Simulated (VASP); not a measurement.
Write the native input for VASP 6.6.1 that does the following.

```yaml
Task: relaxation of cell and atoms
Functional: PBE
Potentials_or_basis: VASP PAW PBE potentials, release 64 (Ge_d)
Cutoff: 500 eV
k_mesh: 6 × 6 × 6
Occupations: gaussian, width 0.1 eV
Spin: no spin polarisation
Dipole_correction: no
Further_INCAR_settings: ALGO = Normal; EDIFF = 1e-07; IBRION = 2; EDIFFG = -0.04; NSW = 90; ISIF = 3
```

The structure of Ge lies in POSCAR:

```
Ge
1.0
    2.8974639954      1.6728516177      6.2938904573
   -2.8974639954      1.6728516177      6.2938904573
    0.0000000000     -3.3457032354      6.2938904573
Ge
7
Direct
    0.2521287938      0.7872798284      0.7872798284
    0.7872798284      0.7872798284      0.2521287938
    0.7872798284      0.2521287938      0.7872798284
    0.7478712062      0.2127201716      0.2127201716
    0.2127201716      0.2127201716      0.7478712062
    0.2127201716      0.7478712062      0.2127201716
    0.5000000000      0.5000000000      0.5000000000
```

The cell was generated, and may not be a known phase.

The input as run:

INCAR

```
PREC = Accurate ; ENCUT = 500
EDIFF = 1E-7 ; ISMEAR = 0
SIGMA = 0.1 ; LREAL = F
LASPH = T ; NELM = 120
ALGO = Normal ; ISIF = 3
LWAVE = F ; LCHARG = F
GGA = PE ; IBRION = 2
NSW = 90 ; EDIFFG = -0.04
GGA_COMPAT = F ; NELMIN = 4
```

KPOINTS

```
regular mesh
0
Gamma
  6 6 6
```

Potentials or basis: VASP PAW PBE potentials, release 64 (Ge_d).

The run is started by

```bash
$ cat potpaw_PBE.64/Ge_d/POTCAR > POTCAR
$ mpirun -np 1 vasp_std > vasp.out
```

Results of the run:

```yaml
Relaxed_volume: 27.02 Å³/atom
Relaxed_cell: a = 7.085 Å, b = 7.085 Å, c = 7.085 Å, α = 49.52°, β = 49.52°, γ = 49.52°
Space_group_after_relaxing_to_0.1_Å: R-3m (No. 166)
Energy_gained_by_relaxing: 6.4 meV/atom
Ionic_steps: 11
Pressure_after_relaxing: 0.0 GPa
Largest_force_after_relaxing: 0.008 eV/Å
Band_gap_on_the_k_mesh: zero (bands 49 and 50 overlap by 0.48 eV)
```

Caveat: semilocal functionals underestimate gaps, and a narrow one can read as zero.

It took 60 min on 1 thread of Intel(R) Xeon(R) Platinum 8488C (Sapphire Rapids), on a shared host, peak memory 0.54 GiB.
